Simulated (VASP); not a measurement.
# HgTe (Fm-3m) in VASP: settings compared, part 2 of 2

VASP 6.6.1.

## Step 3: Relaxation of cell and atoms, PBE

Contents of INCAR:

```
  PREC = Accurate
  ENCUT = 600
  EDIFF = 1E-6
  ISMEAR = -1
  SIGMA = 0.05
  LREAL = F
  LASPH = T
  NELM = 80
  ALGO = Normal
  ISIF = 3
  LWAVE = F
  LCHARG = F
  GGA = PE
  IBRION = 2
  NSW = 60
  EDIFFG = -0.01
```

Contents of KPOINTS:

```
regular mesh
0
Gamma
  7 7 7
```

Contents of POSCAR:

```
HgTe
1.0
    0.0000000000      3.1800000000      3.1800000000
    3.1800000000      0.0000000000      3.1800000000
    3.1800000000      3.1800000000      0.0000000000
Hg Te
1 1
Direct
    0.0000000000      0.0000000000      0.0000000000
    0.5000000000      0.5000000000      0.5000000000
```

Potentials or basis: VASP PAW PBE potentials, release 64 (Hg, Te).

The run is started by

```console
> cat potpaw_PBE.64/Hg/POTCAR potpaw_PBE.64/Te/POTCAR > POTCAR
> mpirun -np 1 vasp_std > vasp.out
```

OUTCAR:

```text
PREC = Accurate
   ENCUT = 600
   EDIFF = 1E-6
   ISMEAR = -1
   LREAL = F
   LASPH = T
   NELM = 80
   ISIF = 3
   GGA = PE
   IBRION = 2
   NSW = 60
   EDIFFG = -0.01

 ion  position               nearest neighbor table
   1  0.000  0.000  0.000-   2 3.18   2 3.18   2 3.18   2 3.18   2 3.18   2 3.18
   2  0.500  0.500  0.500-   1 3.18   1 3.18   1 3.18   1 3.18   1 3.18   1 3.18

  LATTYP: Found a face centered cubic cell.
 ALAT       =     6.3600000000

  Lattice vectors:

 A1 = (   0.0000000000,   3.1800000000,   3.1800000000)
 A2 = (   3.1800000000,   0.0000000000,   3.1800000000)
 A3 = (   3.1800000000,   3.1800000000,   0.0000000000)

Analysis of symmetry for initial positions (statically):
=====================================================================
 Subroutine PRICEL returns:
 Original cell was already a primitive cell.

 Routine SETGRP: Setting up the symmetry group for a
 face centered cubic supercell.

 Subroutine GETGRP returns: Found 48 space group operations
 (whereof 48 operations were pure point group operations)
 out of a pool of 48 trial point group operations.

The static configuration has the point symmetry O_h .

Analysis of symmetry for dynamics (positions and initial velocities):
=====================================================================
 Subroutine PRICEL returns:
 Original cell was already a primitive cell.

 Routine SETGRP: Setting up the symmetry group for a
 face centered cubic supercell.

 Subroutine GETGRP returns: Found 48 space group operations
 (whereof 48 operations were pure point group operations)
 out of a pool of 48 trial point group operations.

The dynamic configuration has the point symmetry O_h .

 Subroutine INISYM returns: Found 48 space group operations
 (whereof 48 operations are pure point group operations),
 and found     1 'primitive' translations

----------------------------------------------------------------------------------------

                                     Primitive cell
[... 99 lines left out ...]
   EMIN   =  10.00;   EMAX   =-10.00  energy-range for DOS
   EFERMI =   0.00;   METHOD = LEGACY
   ISMEAR =    -1;   SIGMA  =   0.05  broadening in eV -4-tet -1-fermi 0-gaus
   EFERMI_NEDOS =   21; number of points for ismear=-14 and -15
   IALGO  =     38    algorithm
   IMIX   =      4    mixing-type and parameters
     AMIX     =   0.40;   BMIX     =  1.00
     AMIX_MAG =   1.60;   BMIX_MAG =  1.00
  volume/ion in A,a.u.               =      32.16       217.01
  Fermi-wavevector in a.u.,A,eV,Ry     =   1.070850  2.023613 15.602062  1.146719
  Thomas-Fermi vector in A             =   2.206572
   LORBIT       =      0    0 simple, 1 ext, 2 COOP (PROOUT), +10 PAW based schemes
   GGA     = PE    functional components
   LHFCALC =     F    Hartree Fock is set to
   AEXX    =    0.0000 exact exchange contribution
   IVDW    =     0    specifies the selected vdW correction
   LEPSILON=     F    determine dielectric tensor
   LRPA    =     F    only Hartree local field effects (RPA)
 conjugate gradient relaxation of ions
 non-spin polarized calculation
  energy-cutoff  :      600.00
  volume of cell :       64.31
 maximum number of plane-waves:      2168
   NGX = 17   NGY = 17   NGZ = 17

--------------------------------------- Ionic step        1  -------------------------------------------

 number of electron      17.9999998 magnetization

 Free energy of the ion-electron system (eV)
  ---------------------------------------------------
  ext. energy  EPLUGINS =         0.00000000
  ---------------------------------------------------
  free energy    TOTEN  =        -3.28273276 eV

  energy without entropy =       -3.27421859  energy(sigma->0) =       -3.27847568

------------------------ aborting loop because EDIFF is reached ----------------------------------------

  FORCE on cell =-STRESS in cart. coord.  units (eV):
  Direction    XX          YY          ZZ          XY          YZ          ZX
  --------------------------------------------------------------------------------------
  -------------------------------------------------------------------------------------
  Total       -1.4613111     -1.4613111     -1.4613111      0.0000000     -0.0000000      0.0000000
  in kB      -36.4033971    -36.4033971    -36.4033971      0.0000000     -0.0000000      0.0000000
  external PRESSURE =     -36.4033971 kB  Pullay stress =       0.0000000 kB
[... 59 lines left out ...]
--------------------------------------- Ionic step        3  -------------------------------------------

 number of electron      17.9999999 magnetization

 Free energy of the ion-electron system (eV)
  ---------------------------------------------------
  ext. energy  EPLUGINS =         0.00000000
  ---------------------------------------------------
  free energy    TOTEN  =        -3.36327029 eV

  energy without entropy =       -3.35688233  energy(sigma->0) =       -3.36007631

 E-fermi :   4.2051     XC(G=0):  -9.7689

 val. band max:        4.1781136930   @ k =  -0.1429   0.1429   0.0000
 cond. band min:       4.3176212922   @ k =   0.2857   0.2857   0.0000
 fundamental gap:      0.1395075991
 Fermi energy:         4.2051339866

 k-point     1 :       0.0000    0.0000    0.0000
  band No.  band energies     occupation
      1      -7.7330      2.00000
      2      -2.4715      2.00000
      3      -2.4715      2.00000
      4      -2.4139      2.00000
      5      -2.4139      2.00000
      6      -2.4139      2.00000
      7       3.1076      2.00000
      8       3.4796      2.00000
      9       3.4796      2.00000
     10       3.4796      2.00000
     11      11.7732      0.00000
     12      11.7732      0.00000
     13      11.7749      0.00000
[... 331 lines left out ...]
  FREE ENERGIE OF THE ION-ELECTRON SYSTEM (eV)
  ---------------------------------------------------
  free  energy   TOTEN  =        -3.3632702894 eV

  energy  without entropy=       -3.3568823318  energy(sigma->0) =       -3.36007631

 reached required accuracy - stopping structural energy minimisation
```

CONTCAR:

```text
HgTe
   1.00000000000000
    -0.0000000000000000    3.0721575055283696    3.0721575055283696
     3.0721575055283696   -0.0000000000000000    3.0721575055283696
     3.0721575055283696    3.0721575055283696    0.0000000000000000
  Hg              Te
     1     1
Direct
     0.0000000000000000    0.0000000000000000    0.0000000000000000
     0.5000000000000000    0.5000000000000000    0.5000000000000000

  0.00000000E+00  0.00000000E+00  0.00000000E+00
  0.00000000E+00  0.00000000E+00  0.00000000E+00
```

Wall time 29 s (1 thread of AMD EPYC 9R45 (Zen 5), shared host); peak memory 0.18 GiB.

What came out:

```yaml
Free_energy: -3.3633 eV
Relaxed_volume: 29.00 Å³/atom
Relaxed_cell: a = 4.345 Å, b = 4.345 Å, c = 4.345 Å, α = 60.00°, β = 60.00°, γ = 60.00°
Space_group_after_relaxing_to_0.05_Å: Fm-3m (No. 225)
Energy_gained_by_relaxing: 40.3 meV/atom
Ionic_steps: 3
Pressure_after_relaxing: 0.0 GPa
Band_gap_on_the_k_mesh: zero (band 9 reaches 4.40 eV, above the bottom of band 10 at 2.05 eV)
```

Step by step:
```csv
step,energy change (eV),largest force (eV/Å),pressure (GPa),volume (Å³)
1,0.0000,0.0000,-3.64,64.31
2,-0.0804,0.0000,0.20,57.75
3,-0.0805,0.0000,0.03,57.99
```

Final structure:
```
Hg Te
1.0
     0.00000    3.07216    3.07216
     3.07216    0.00000    3.07216
     3.07216    3.07216    0.00000
Hg Te
1 1
Cartesian
  0.0000 0.0000 0.0000
  3.0722 3.0722 3.0722
```

Caveat: spin-orbit coupling is left out, which moves the levels of the heavy elements.

## Step 4: Relaxation of cell and atoms, LDA

Contents of INCAR:

```
SYSTEM = HgTe
  ALGO = Normal
  EDIFF = 1E-6
  EDIFFG = -0.01
  ENCUT = 600
  IBRION = 2
  ISIF = 3
  ISMEAR = -1
  LASPH = .True.
  LCHARG = .False.
  LREAL = .False.
  LWAVE = .False.
  NELM = 100
  NSW = 60
  PREC = Accurate
  SIGMA = 0.05
```

Contents of KPOINTS:

```
k-points
0
Gamma
  7 7 7
  0 0 0
```

POSCAR is that of step 3.

Potentials or basis: VASP PAW LDA potentials, release 64 (Hg, Te).

The run is started by

```console
> cat potpaw_LDA.64/Hg/POTCAR potpaw_LDA.64/Te/POTCAR > POTCAR
> mpirun -np 1 vasp_std > vasp.out
```

It took 27 s on 1 thread of AMD EPYC 9R45 (Zen 5), shared host; peak memory 0.16 GiB.

It converged, with:

| Quantity | Value |
| --- | --- |
| Free energy | -4.9342 eV |
| Relaxed volume | 26.38 Å³/atom |
| Relaxed cell | a = 4.210 Å, b = 4.210 Å, c = 4.210 Å, α = 60.00°, β = 60.00°, γ = 60.00° |
| Space group after relaxing (to 0.05 Å) | Fm-3m (No. 225) |
| Energy gained by relaxing | 170.7 meV/atom |
| Ionic steps | 3 |
| Pressure after relaxing | 0.0 GPa |
| Band gap on the k mesh | zero (band 9 reaches 5.41 eV, above the bottom of band 10 at 2.59 eV) |

Step by step:
| step | energy change (eV) | largest force (eV/Å) | pressure (GPa) | volume (Å³) |
| --- | --- | --- | --- | --- |
| 1 | 0.0000 | 0.0000 | -7.67 | 64.31 |
| 2 | -0.3286 | 0.0000 | 2.44 | 51.02 |
| 3 | -0.3414 | 0.0000 | 0.00 | 52.77 |

Final structure:
```
Hg Te
1.0
     0.00000    2.97697    2.97697
     2.97697    0.00000    2.97697
     2.97697    2.97697    0.00000
Hg Te
1 1
Direct
  0.00000 0.00000 0.00000
  0.50000 0.50000 0.50000
```

Levels at points of the mesh, in eV from the Fermi level:
```
           k point  band 5  band 6  band 7  band 8  band 9  band 10  band 11  band 12  band 13
(0.00, 0.00, 0.00)   -6.98   -6.98   -0.87   -0.87   -0.87    -0.81     7.61     7.61     7.61
```

Caveat: the volume moved by over 15 % at a fixed basis, so the end points are rough; spin-orbit coupling is left out, which moves the levels of the heavy elements; the volume moved by -18 % from the deposited cell, more than functionals usually miss. LDA usually gives volumes a few per cent too small.

## Step 5: Relaxation of cell and atoms, PBEsol

Contents of INCAR:

```
SYSTEM = HgTe
PREC = Accurate
ENCUT = 600
EDIFF = 1E-7
ISMEAR = -1
SIGMA = 0.05
LREAL = .FALSE.
LASPH = .TRUE.
NELM = 60
ALGO = Normal
ISIF = 3
LWAVE = .FALSE.
LCHARG = .FALSE.
GGA = PS
IBRION = 2
NSW = 60
EDIFFG = -0.01
```

Contents of KPOINTS:

```
regular mesh
0
G
  7 7 7
  0 0 0
```

POSCAR is that of step 4.

Potentials or basis: VASP PAW PBE potentials, release 64 (Hg, Te).

The run is started by

```console
> cat potpaw_PBE.64/Hg/POTCAR potpaw_PBE.64/Te/POTCAR > POTCAR
> mpirun -np 1 vasp_std > vasp.out
```

OUTCAR:

```text
SYSTEM = HgTe
   PREC = Accurate
   ENCUT = 600
   EDIFF = 1E-7
   ISMEAR = -1
   LREAL = .FALSE.
   LASPH = .TRUE.
   NELM = 60
   ISIF = 3
   GGA = PS
   IBRION = 2
   NSW = 60
   EDIFFG = -0.01

 ion  position               nearest neighbor table
   1  0.000  0.000  0.000-   2 3.18   2 3.18   2 3.18   2 3.18   2 3.18   2 3.18
   2  0.500  0.500  0.500-   1 3.18   1 3.18   1 3.18   1 3.18   1 3.18   1 3.18

  LATTYP: Found a face centered cubic cell.
 ALAT       =     6.3600000000

  Lattice vectors:

 A1 = (   0.0000000000,   3.1800000000,   3.1800000000)
 A2 = (   3.1800000000,   0.0000000000,   3.1800000000)
 A3 = (   3.1800000000,   3.1800000000,   0.0000000000)

Analysis of symmetry for initial positions (statically):
=====================================================================
 Subroutine PRICEL returns:
 Original cell was already a primitive cell.

 Routine SETGRP: Setting up the symmetry group for a
 face centered cubic supercell.

 Subroutine GETGRP returns: Found 48 space group operations
 (whereof 48 operations were pure point group operations)
 out of a pool of 48 trial point group operations.

The static configuration has the point symmetry O_h .

Analysis of symmetry for dynamics (positions and initial velocities):
=====================================================================
 Subroutine PRICEL returns:
 Original cell was already a primitive cell.

 Routine SETGRP: Setting up the symmetry group for a
 face centered cubic supercell.

 Subroutine GETGRP returns: Found 48 space group operations
 (whereof 48 operations were pure point group operations)
 out of a pool of 48 trial point group operations.

The dynamic configuration has the point symmetry O_h .

 Subroutine INISYM returns: Found 48 space group operations
 (whereof 48 operations are pure point group operations),
 and found     1 'primitive' translations

----------------------------------------------------------------------------------------

                                     Primitive cell

  volume of cell :      64.3149

  direct lattice vectors                    reciprocal lattice vectors
     0.000000000  3.180000000  3.180000000    -0.157232704  0.157232704  0.157232704
     3.180000000  0.000000000  3.180000000     0.157232704 -0.157232704  0.157232704
[... 96 lines left out ...]
   EFERMI_NEDOS =   21; number of points for ismear=-14 and -15
   IALGO  =     38    algorithm
   IMIX   =      4    mixing-type and parameters
     AMIX     =   0.40;   BMIX     =  1.00
     AMIX_MAG =   1.60;   BMIX_MAG =  1.00
  volume/ion in A,a.u.               =      32.16       217.01
  Fermi-wavevector in a.u.,A,eV,Ry     =   1.070850  2.023613 15.602062  1.146719
  Thomas-Fermi vector in A             =   2.206572
   LORBIT       =      0    0 simple, 1 ext, 2 COOP (PROOUT), +10 PAW based schemes
   GGA     = PS    functional components
   LHFCALC =     F    Hartree Fock is set to
   AEXX    =    0.0000 exact exchange contribution
   IVDW    =     0    specifies the selected vdW correction
   LEPSILON=     F    determine dielectric tensor
   LRPA    =     F    only Hartree local field effects (RPA)
 conjugate gradient relaxation of ions
 non-spin polarized calculation
  energy-cutoff  :      600.00
  volume of cell :       64.31
 maximum number of plane-waves:      2168
   NGX = 17   NGY = 17   NGZ = 17

--------------------------------------- Ionic step        1  -------------------------------------------

 number of electron      17.9999998 magnetization

 Free energy of the ion-electron system (eV)
  ---------------------------------------------------
  ext. energy  EPLUGINS =         0.00000000
  ---------------------------------------------------
  free energy    TOTEN  =        -3.98532231 eV

  energy without entropy =       -3.97670120  energy(sigma->0) =       -3.98101175

 E-fermi :   2.9593     XC(G=0):  -9.4596

 val. band max:        2.9455862185   @ k =  -0.1429   0.1429   0.0000
 cond. band min:       3.0541639028   @ k =   0.4286   0.0000   0.0000
 fundamental gap:      0.1085776843
 Fermi energy:         2.9593089300

 k-point     1 :       0.0000    0.0000    0.0000
  band No.  band energies     occupation
      1      -8.3526      2.00000
      2      -3.3212      2.00000
      3      -3.3212      2.00000
      4      -3.2689      2.00000
      5      -3.2689      2.00000
      6      -3.2689      2.00000
      7       1.4835      2.00000
      8       2.3932      1.99998
      9       2.3932      1.99998
     10       2.3932      1.99998
     11      10.3495      0.00000
     12      10.3508      0.00000
     13      10.3580      0.00000
[... 373 lines left out ...]
--------------------------------------- Ionic step        3  -------------------------------------------

 number of electron      18.0000003 magnetization

 Free energy of the ion-electron system (eV)
  ---------------------------------------------------
  ext. energy  EPLUGINS =         0.00000000
  ---------------------------------------------------
  free energy    TOTEN  =        -4.22591931 eV

  energy without entropy =       -4.21994013  energy(sigma->0) =       -4.22292972

 E-fermi :   4.8128     XC(G=0): -10.2603

 val. band max:        4.8030314815   @ k =  -0.1429   0.1429   0.0000
 cond. band min:       4.8300694362   @ k =   0.2857   0.2857   0.0000
 fundamental gap:      0.0270379548
 Fermi energy:         4.8128026241

 k-point     1 :       0.0000    0.0000    0.0000
  band No.  band energies     occupation
      1      -7.6365      2.00000
      2      -2.0994      2.00000
      3      -2.0994      2.00000
      4      -2.0360      2.00000
      5      -2.0360      2.00000
      6      -2.0360      2.00000
      7       3.9228      2.00000
      8       3.9839      2.00000
      9       3.9839      2.00000
     10       3.9839      2.00000
     11      12.3774      0.00000
     12      12.3774      0.00000
     13      12.3774      0.00000
[... 331 lines left out ...]
  FREE ENERGIE OF THE ION-ELECTRON SYSTEM (eV)
  ---------------------------------------------------
  free  energy   TOTEN  =        -4.2259193124 eV

  energy  without entropy=       -4.2199401265  energy(sigma->0) =       -4.22292972

 reached required accuracy - stopping structural energy minimisation
```

Wall time 34 s (1 thread of AMD EPYC 9R45 (Zen 5), shared host); peak memory 0.18 GiB.

What came out:

```
Free energy                            : -4.2259 eV
Relaxed volume                         : 27.11 Å³/atom
Relaxed cell                           : a = 4.249 Å, b = 4.249 Å, c = 4.249 Å, α = 60.00°, β = 60.00°, γ = 60.00°
Space group after relaxing (to 0.05 Å) : Fm-3m (No. 225)
Energy gained by relaxing              : 120.3 meV/atom
Ionic steps                            : 3
Pressure after relaxing                : 0.0 GPa
Band gap on the k mesh                 : zero (band 9 reaches 5.07 eV, above the bottom of band 10 at 2.38 eV)
```

Step by step:
```
step  energy change (eV)  largest force (eV/Å)  pressure (GPa)  volume (Å³)
   1              0.0000                0.0000           -6.37        64.31
   2             -0.2363                0.0000            1.28        53.14
   3             -0.2406                0.0000            0.02        54.23
```

Final structure:
```xyz
2
Lattice="0.0000 3.0042 3.0042 3.0042 0.0000 3.0042 3.0042 3.0042 0.0000" Properties=species:S:1:pos:R:3 pbc="T T T"
Hg    0.0000    0.0000    0.0000
Te    3.0042    3.0042    3.0042
```

Levels at points of the mesh, in eV from the Fermi level:
| k point | band 7 | band 8 | band 9 | band 10 | band 11 | band 12 |
| --- | --- | --- | --- | --- | --- | --- |
| (0.00, 0.00, 0.00) | -0.89 | -0.83 | -0.83 | -0.83 | 7.56 | 7.56 |

Caveat: the volume moved by over 15 % at a fixed basis, so the end points are rough; the PAW data sets were made with another functional, which shifts forces and pressure a little; spin-orbit coupling is left out, which moves the levels of the heavy elements; the volume moved by -16 % from the deposited cell, more than functionals usually miss.

## Step 6: The runs side by side

| task | level | potentials or basis | cell | cutoff (eV) | gap on the mesh (eV) | pressure (GPa) | relaxed volume (Å³/atom) |
| --- | --- | --- | --- | --- | --- | --- | --- |
| single point | PBEsol | VASP PAW PBE potentials, release 64 (Hg, Te) | as given | 520 | none | -6.4 | - |
| relaxation of cell and atoms | PBE | VASP PAW PBE potentials, release 64 (Hg, Te) | relaxed | 600 | none | 0.0 | 29.00 |
| relaxation of cell and atoms | LDA | VASP PAW LDA potentials, release 64 (Hg, Te) | relaxed | 600 | none | 0.0 | 26.38 |
| relaxation of cell and atoms | PBEsol | VASP PAW PBE potentials, release 64 (Hg, Te) | relaxed | 600 | none | 0.0 | 27.11 |

Alike in all rows: no spin polarisation; k mesh 7 × 7 × 7; smearing fermi-dirac 0.05 eV.

Caveats: spin-orbit coupling is left out, which moves the levels of the heavy elements; the PAW data sets were made with another functional, which shifts forces and pressure a little (some runs); the volume moved by over 15 % at a fixed basis, so the end points are rough (some runs); the volume moved by -18 % from the deposited cell, more than functionals usually miss (some runs); the volume moved by -16 % from the deposited cell, more than functionals usually miss (some runs).

Total energies depend on the potentials used, so only differences within one code and one set of settings carry meaning.
